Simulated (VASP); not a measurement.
# TiO2 (Anatase) (P1) in VASP: notebook

The runs below take TiO2 (Anatase) through single point, with PBEsol.

Everything below comes from runs of VASP 6.6.1. Logs are shortened: lines on timing, memory, paths and dates and some standing lists are left out, and cuts for length are marked.

**1. The cell of the first run**

The typed cell holds 6 atoms: a = 5.486 Å, b = 5.486 Å, c = 5.486 Å, α = 139.72°, β = 139.72°, γ = 58.28°.

**2. Single point, PBEsol**

Input file INCAR:

```
SYSTEM = TiO2
  ALGO = Normal
  EDIFF = 1E-7
  ENCUT = 520
  GGA = PS
  ISIF = 2
  ISMEAR = -1
  LASPH = .True.
  LCHARG = .True.
  LELF = .True.
  LREAL = .False.
  LVHAR = .True.
  LWAVE = .False.
  NBANDS = 33
  NELM = 100
  PREC = Accurate
  SIGMA = 0.146
```

Input file KPOINTS:

```
k-points
0
Gamma
  6 6 6
  0 0 0
```

Input file POSCAR:

```
TiO2
1.0
   -1.8888993355      1.8888993355      4.7917223787
    1.8888993355     -1.8888993355      4.7917223787
    1.8888993355      1.8888993355     -4.7917223787
Ti O
2 4
Direct
   -0.0135479880      0.0057240819     -0.0448366932
    0.7442296120      0.2822269612      0.5359870063
    0.2208421539      0.2220814999      0.0329789941
    0.9830574833      0.4208279457      0.5086824808
    0.5302204434     -0.0158756246      0.4440842793
    0.8236784604      0.7594214628      0.0407321865
```

Potentials or basis: VASP PAW PBE potentials, release 64 (Ti_sv, O).

Command:

```console
> cat potpaw_PBE.64/Ti_sv/POTCAR potpaw_PBE.64/O/POTCAR > POTCAR
> mpirun -np 1 vasp_std > vasp.out
```

OUTCAR:

```text
SYSTEM = TiO2
   EDIFF = 1E-7
   ENCUT = 520
   GGA = PS
   ISIF = 2
   ISMEAR = -1
   LASPH = .True.
   LREAL = .False.
   NELM = 100
   PREC = Accurate

 ion  position               nearest neighbor table
   1  0.986  0.006  0.955-   5 1.80   3 1.80   4 1.97   5 2.00   4 2.07   6 2.39   2 2.81
   2  0.744  0.282  0.536-   6 1.73   3 1.87   4 1.96   3 1.99   5 2.04   6 2.10   1 2.81
   3  0.221  0.222  0.033-   1 1.80   2 1.87   2 1.99
   4  0.983  0.421  0.509-   2 1.96   1 1.97   1 2.07
   5  0.530  0.984  0.444-   1 1.80   1 2.00   2 2.04
   6  0.824  0.759  0.041-   2 1.73   2 2.10   1 2.39

  LATTYP: Found a body centered tetragonal cell.
 ALAT       =     3.7777986710
 C/A-ratio  =     2.5367801707

  Lattice vectors:

 A1 = (  -1.8888993355,   1.8888993355,   4.7917223787)
 A2 = (   1.8888993355,  -1.8888993355,   4.7917223787)
 A3 = (   1.8888993355,   1.8888993355,  -4.7917223787)

Analysis of symmetry for initial positions (statically):
=====================================================================
 Subroutine PRICEL returns:
 Original cell was already a primitive cell.

 Routine SETGRP: Setting up the symmetry group for a
 body centered tetragonal supercell.

 Subroutine GETGRP returns: Found  1 space group operations
 (whereof  1 operations were pure point group operations)
 out of a pool of 16 trial point group operations.

The static configuration has the point symmetry C_1 .

Analysis of symmetry for dynamics (positions and initial velocities):
=====================================================================
 Subroutine PRICEL returns:
 Original cell was already a primitive cell.

 Routine SETGRP: Setting up the symmetry group for a
 body centered tetragonal supercell.

 Subroutine GETGRP returns: Found  1 space group operations
 (whereof  1 operations were pure point group operations)
 out of a pool of 16 trial point group operations.

The dynamic configuration has the point symmetry C_1 .

 Subroutine INISYM returns: Found  1 space group operations
 (whereof  1 operations are pure point group operations),
 and found     1 'primitive' translations

----------------------------------------------------------------------------------------

                                     Primitive cell

  volume of cell :      68.3863

  direct lattice vectors                    reciprocal lattice vectors
    -1.888899336  1.888899336  4.791722379     0.000000000  0.264704418  0.104346613
     1.888899336 -1.888899336  4.791722379     0.264704418  0.000000000  0.104346613
     1.888899336  1.888899336 -4.791722379     0.264704418  0.264704418  0.000000000

  length of vectors
     5.486026317  5.486026317  5.486026317     0.284528812  0.284528812  0.374348579

  position of ions in fractional coordinates (direct lattice)
     0.986452012  0.005724082  0.955163307
     0.744229612  0.282226961  0.535987006
     0.220842154  0.222081500  0.032978994
     0.983057483  0.420827946  0.508682481
     0.530220443  0.984124375  0.444084279
     0.823678460  0.759421463  0.040732187

  ion indices of the primitive-cell ions
   primitive index   ion index
                 1           1
                 2           2
                 3           3
                 4           4
                 5           5
                 6           6

----------------------------------------------------------------------------------------

 KPOINTS: k-points

Automatic generation of k-mesh.
 Grid dimensions read from file:
 generate k-points for:    6    6    6

 Generating k-lattice:

  Cartesian coordinates                     Fractional coordinates (reciprocal lattice)
     0.000000000  0.044117403  0.017391102     0.166666667  0.000000000 -0.000000000
     0.044117403  0.000000000  0.017391102     0.000000000  0.166666667 -0.000000000
     0.044117403  0.044117403  0.000000000     0.000000000  0.000000000  0.166666667

  Length of vectors
     0.047421469  0.047421469  0.062391430

  Shift w.r.t. Gamma in fractional coordinates (k-lattice)
     0.000000000  0.000000000  0.000000000

 Subroutine IBZKPT returns following result:
 ===========================================

 Found    112 irreducible k-points:

 Following reciprocal coordinates:
            Coordinates               Weight
  0.000000  0.000000  0.000000      1.000000
  0.166667  0.000000  0.000000      2.000000
  0.000000  0.166667  0.000000      2.000000
  0.000000  0.166667 -0.166667      2.000000
  0.166667  0.000000 -0.166667      2.000000
  0.333333  0.000000 -0.000000      2.000000
[... 16 lines left out ...]
  0.000000  0.500000  0.333333      2.000000
 -0.166667 -0.333333  0.000000      2.000000
 [... further k-points ...]
   k-points           NKPTS =    112   k-points in BZ     NKDIM =    112   number of bands    NBANDS=     33
   number of dos      NEDOS =    301   number of ions     NIONS =      6
   total plane-waves  NPLWV =  74088
   dimension x,y,z NGX =    42 NGY =   42 NGZ =   42
   dimension x,y,z NGXF=    84 NGYF=   84 NGZF=   84
   ions per type =               2   4
   NGX,Y,Z   is equivalent  to a cutoff of  12.73, 12.73, 12.73 a.u.
   NGXF,Y,Z  is equivalent  to a cutoff of  25.45, 25.45, 25.45 a.u.
 SYSTEM =  TiO2
   PREC   = accura    normal or accurate (medium, high low for compatibility)
   ISTART =      0    job   : 0-new  1-cont  2-samecut
   ICHARG =      2    charge: 1-file 2-atom 10-const
   ISPIN  =      1    spin polarized calculation?
   LNONCOLLINEAR =      F non collinear calculations
   LSORBIT =      F    spin-orbit coupling
   LASPH  =      T    aspherical Exc in radial PAW
   ENCUT  =  520.0 eV  38.22 Ry    6.18 a.u.  10.20 10.20 10.20*2*pi/ulx,y,z
   NELM   =    100;   NELMIN=  2; NELMDL= -5     # of ELM steps
   EDIFF  = 0.1E-06   stopping-criterion for ELM
   LREAL  =      F    real-space projection
   EDIFFG = 0.1E-05   stopping-criterion for IOM
   NSW    =      0    number of steps for IOM
   IBRION =     -1    ionic relax: 0-MD 1-quasi-New 2-CG
   NFREE  =      0    steps in history (QN), initial steepest desc. (CG)
   ISIF   =      2    stress and relaxation
   ISYM   =      2    0-nonsym 1-usesym 2-fastsym
   POTIM  = 0.5000    time-step for ionic-motion
   TEBEG  =    0.0;   TEEND  =   0.0 temperature during run
   PSTRESS=    0.0 pullay stress
   NELECT =      48.0000    total number of electrons
   NUPDOWN=      -1.0000    fix difference up-down
   EMIN   =  10.00;   EMAX   =-10.00  energy-range for DOS
   EFERMI =   0.00;   METHOD = LEGACY
   ISMEAR =    -1;   SIGMA  =   0.15  broadening in eV -4-tet -1-fermi 0-gaus
   EFERMI_NEDOS =   21; number of points for ismear=-14 and -15
   IALGO  =     38    algorithm
   IMIX   =      4    mixing-type and parameters
     AMIX     =   0.40;   BMIX     =  1.00
     AMIX_MAG =   1.60;   BMIX_MAG =  1.00
  volume/ion in A,a.u.               =      11.40        76.92
  Fermi-wavevector in a.u.,A,eV,Ry     =   1.454897  2.749356 28.799783  2.116724
  Thomas-Fermi vector in A             =   2.571994
   LORBIT       =      0    0 simple, 1 ext, 2 COOP (PROOUT), +10 PAW based schemes
   GGA     = PS    functional components
   LHFCALC =     F    Hartree Fock is set to
   AEXX    =    0.0000 exact exchange contribution
   IVDW    =     0    specifies the selected vdW correction
   LEPSILON=     F    determine dielectric tensor
   LRPA    =     F    only Hartree local field effects (RPA)
 non-spin polarized calculation
  energy-cutoff  :      520.00
  volume of cell :       68.39
 maximum number of plane-waves:      1858
 NGX is ok and might be reduce to    42
   NGX = 21   NGY = 21   NGZ = 21

 number of electron      48.0000003 magnetization

 Free energy of the ion-electron system (eV)
  ---------------------------------------------------
  ext. energy  EPLUGINS =         0.00000000
  ---------------------------------------------------
  free energy    TOTEN  =       -55.45778412 eV

  energy without entropy =      -55.45767973  energy(sigma->0) =      -55.45773193

 E-fermi :   4.6108     XC(G=0): -10.9994

 val. band max:        3.2968291155   @ k =   0.5000   0.5000  -0.0000
 cond. band min:       5.8619555979   @ k =   0.0000   0.0000   0.0000
 fundamental gap:      2.5651264824
 Fermi energy:         4.6107509835

 k-point     1 :       0.0000    0.0000    0.0000
  band No.  band energies     occupation
      1     -52.7937      2.00000
      2     -52.4259      2.00000
      3     -29.4260      2.00000
      4     -29.2386      2.00000
      5     -29.0167      2.00000
      6     -28.8834      2.00000
[... 25 lines left out ...]
     32       8.6419      0.00000
     33       9.1533      0.00000

 k-point     2 :       0.1667    0.0000    0.0000
  band No.  band energies     occupation
      1     -52.7923      2.00000
      2     -52.4261      2.00000
      3     -29.4314      2.00000
      4     -29.2746      2.00000
      5     -29.0163      2.00000
      6     -28.8926      2.00000
[... 25 lines left out ...]
     32       9.1788      0.00000
     33       9.5050      0.00000

 k-point     3 :       0.0000    0.1667    0.0000
  band No.  band energies     occupation
      1     -52.7928      2.00000
      2     -52.4258      2.00000
      3     -29.4139      2.00000
      4     -29.2391      2.00000
      5     -29.0361      2.00000
      6     -28.8907      2.00000
[... 25 lines left out ...]
     32       8.6858      0.00000
     33       9.4575      0.00000

 k-point     4 :       0.0000    0.1667   -0.1667
  band No.  band energies     occupation
      1     -52.7921      2.00000
      2     -52.4263      2.00000
      3     -29.4279      2.00000
      4     -29.2740      2.00000
      5     -29.0166      2.00000
      6     -28.8877      2.00000
[... 673 lines left out ...]
     32       9.4918      0.00000
     33       9.8580      0.00000

 k-point    23 :       0.0000    0.5000    0.3333
  band No.  band energies     occupation
      1     -52.7879      2.00000
      2     -52.4269      2.00000
      3     -29.4210      2.00000
      4     -29.3438      2.00000
      5     -29.0370      2.00000
      6     -28.8864      2.00000
[... 25 lines left out ...]
     32       9.9893      0.00000
     33      10.2229      0.00000

 k-point    24 :      -0.1667   -0.3333    0.0000
  band No.  band energies     occupation
      1     -52.7894      2.00000
      2     -52.4257      2.00000
      3     -29.3908      2.00000
      4     -29.2787      2.00000
      5     -29.0771      2.00000
      6     -28.9232      2.00000
[... 25 lines left out ...]
     32       9.4771      0.00000
     33       9.8478      0.00000

 [... further k-points ...]
[... 5 lines left out ...]
  --------------------------------------------------------------------------------------
  -------------------------------------------------------------------------------------
  Total       -1.8809029      5.8739002      1.1484901     -0.2672611     -0.8104725      1.2250708
  in kB      -44.0664117    137.6156677     26.9072037     -6.2614800    -18.9880161     28.7013629
  external PRESSURE =      40.1521532 kB  Pullay stress =       0.0000000 kB

 VOLUME and BASIS-vectors are now :
 -----------------------------------------------------------------------------
  energy-cutoff  :      520.00
  volume of cell :       68.39
      direct lattice vectors                 reciprocal lattice vectors
    -1.888899336  1.888899336  4.791722379     0.000000000  0.264704418  0.104346613
     1.888899336 -1.888899336  4.791722379     0.264704418  0.000000000  0.104346613
     1.888899336  1.888899336 -4.791722379     0.264704418  0.264704418  0.000000000

 POSITION                                       TOTAL-FORCE (eV/Angst)
 -----------------------------------------------------------------------------------
     -0.04829      3.65670      0.17736        -0.223287      1.314911     -3.354955
      0.13975      1.88510      2.35019        -0.849879      0.774592      1.663593
      0.06463      0.05995      1.96434        -0.188539     -0.831747      0.319545
     -0.10115      2.02284      4.28956         0.192226     -1.012775      0.580924
      1.69621     -0.01855      5.12839         0.332326      0.411367      0.337047
     -0.04444      0.19831      7.39060         0.737153     -0.656348      0.453847
 -----------------------------------------------------------------------------------
    total drift:                                0.000060     -0.000142     -0.000178

  FREE ENERGIE OF THE ION-ELECTRON SYSTEM (eV)
  ---------------------------------------------------
  free  energy   TOTEN  =       -55.4577841162 eV

  energy  without entropy=      -55.4576797347  energy(sigma->0) =      -55.45773193
```

Wall time 3.8 min (1 thread of Intel Xeon 6975P-C (Granite Rapids), shared host); peak memory 0.37 GiB.

What came out:

```yaml
Free_energy: -55.4578 eV
Pressure: 4.0 GPa
Largest_force: 3.610 eV/Å
Band_gap_on_the_k_mesh: 2.57 eV, indirect (least direct gap 3.03 eV)
```

Forces in eV/Å, atoms in the order of the input:
```
Ti  -0.223  1.315 -3.355
Ti  -0.850  0.775  1.664
O   -0.189 -0.832  0.320
O    0.192 -1.013  0.581
O    0.332  0.411  0.337
O    0.737 -0.656  0.454
```

Caveat: the PAW data sets were made with another functional, which shifts forces and pressure a little.

(Continued in part 2 of 2.)
